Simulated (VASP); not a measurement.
A run of VASP 6.6.1 is set up as follows.

Contents of INCAR:

```
SYSTEM = Pt
PREC = Accurate ; ENCUT = 600
EDIFF = 1E-6 ; ISMEAR = -1
SIGMA = 0.05 ; LREAL = .FALSE.
LASPH = .TRUE. ; NELM = 80
ALGO = Normal ; ISIF = 3
LWAVE = .FALSE. ; LCHARG = .FALSE.
GGA = PE ; IBRION = 2
NSW = 32 ; EDIFFG = -0.005
PSTRESS = 2600.0
```

The input KPOINTS:

```
Automatic mesh
0
G
  17 17 17
  0 0 0
```

File POSCAR:

```
Pt
1.0
    2.2642213331      0.0000000000      0.0000000000
    0.0000000000      2.2642213331      0.0000000000
    0.0000000000      0.0000000000      2.2642213331
Pt
1
Direct
    0.0000000000      0.0000000000      0.0000000000
```

Potentials or basis: VASP PAW PBE potentials, release 64 (Pt).

Command:

```sh
$ cat potpaw_PBE.64/Pt/POTCAR > POTCAR
$ mpirun -np 1 vasp_std > vasp.out
```

Q: What does it give for the relaxed cell?

A: a = 2.263 Å, b = 2.263 Å, c = 2.263 Å, α = 90.00°, β = 90.00°, γ = 90.00°.

Q: Estimate the band gap on the k mesh.

A: Zero (bands 5 and 6 overlap by 6.22 eV).

The path:
```
step  energy change (eV)  largest force (eV/Å)  pressure (GPa)  volume (Å³)
   1              0.0000                0.0000          257.82        11.61
   2              0.4480                0.0000          286.94        11.34
   3              0.0333                0.0000          260.00        11.59
```

Caveat: the cell is relaxed towards a set pressure, so the run minimises the enthalpy, not the energy; spin-orbit coupling is left out, which moves the levels of the heavy elements.
